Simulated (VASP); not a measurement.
Input of a VASP 6.6.1 run:

Contents of INCAR:

```
SYSTEM = Ti7C8N7
PREC = Accurate ; ENCUT = 520
EDIFF = 1E-6 ; ISMEAR = -1
SIGMA = 0.2482 ; LREAL = Auto
LASPH = .TRUE. ; NELM = 120
ALGO = Normal ; ISIF = 2
LWAVE = .FALSE. ; LCHARG = .FALSE.
GGA = PE ; ISYM = -1
NBANDS = 92 ; GGA_COMPAT = .FALSE.
```

File KPOINTS:

```
explicit points
1
Reciprocal
  0.25000000   0.25000000   0.25000000 1
```

POSCAR

```
Ti7C8N7
1.0
    6.0763510000      0.0252470000     -0.0498070000
    0.0252470000      5.7832080000     -0.0553630000
   -0.0498070000     -0.0553630000      6.0055170000
C Ti N
8 7 7
Direct
    0.6483654176      0.3858124324      0.6184966040
    0.9439623165      0.2131832069      0.4993595710
    0.6384473363      0.6612558864      0.2362085156
    0.8411696268      0.0365050475      0.8739644171
    0.2267039403      0.1186619109      0.2905931200
    0.1164630315      0.3647507050      0.5819687743
    0.2664470569      0.4154809910      0.4158549884
    0.0060846397      1.0397263007      0.3296800966
    0.9304373332      0.4209734854      0.1849968366
    0.0512189641      0.7283268089      0.8389276760
    0.5831765748      0.7703982008      0.8802539117
    0.7951571929      0.8729904129      0.4940388584
    0.2231962827      0.1243148765      0.7923491319
    0.4650663540      0.3328724798      0.1243487245
    0.3520205602      0.7431886021      0.3194684552
    0.7168358186      0.1969499714      0.4723119063
    0.2470240538      0.8345418713      0.6661821570
    0.1620042547      0.6248910809      0.0942907648
    0.7965830961      0.2267281490      1.0174011271
    0.5167686597      0.4392491051      0.7783139811
    0.7866256702      0.5362018742      0.6471814515
    0.4049345233      1.0099971611      0.1393718554
```

Potentials or basis: VASP PAW PBE potentials, release 64 (C, Ti_sv, N).

Run with:

```bash
$ cat potpaw_PBE.64/C/POTCAR potpaw_PBE.64/Ti_sv/POTCAR potpaw_PBE.64/N/POTCAR > POTCAR
$ mpirun -np 1 vasp_std > vasp.out
```

Problem. What does it give for the band gap on the k mesh?

Solution. Zero (an odd number of electrons rules out a gap without spin polarisation).

Problem. Estimate the pressure.

Solution. 21.7 GPa.

Forces in eV/Å, atoms in the order of the input:
```
C   -2.225 -4.392 -0.078
C    0.794 -2.076 -2.111
C    2.628 -1.202 -1.569
C    0.292 -0.295  1.171
C    0.996 -0.270 -3.551
C   -1.032  1.744  0.168
C   -0.082 -3.845  0.098
C    4.673  2.301 -1.264
Ti   0.785  1.801  4.871
Ti  -5.100 -3.644 -0.207
Ti  -1.218 -0.267  1.796
Ti  -1.044 -2.996 -0.055
Ti  -0.424  2.644  1.421
Ti   1.915  2.233 -0.858
Ti  -2.098  1.236  2.871
N   -3.399  4.037  2.379
N    4.638  0.370 -2.580
N    1.782 -1.381 -0.271
N   -0.886 -5.083 -5.048
N   -5.642 -2.811  2.947
N    6.964  9.940  0.306
N   -2.318  1.957 -0.437
```

Caveat: the atoms stand as in a frame of molecular dynamics.
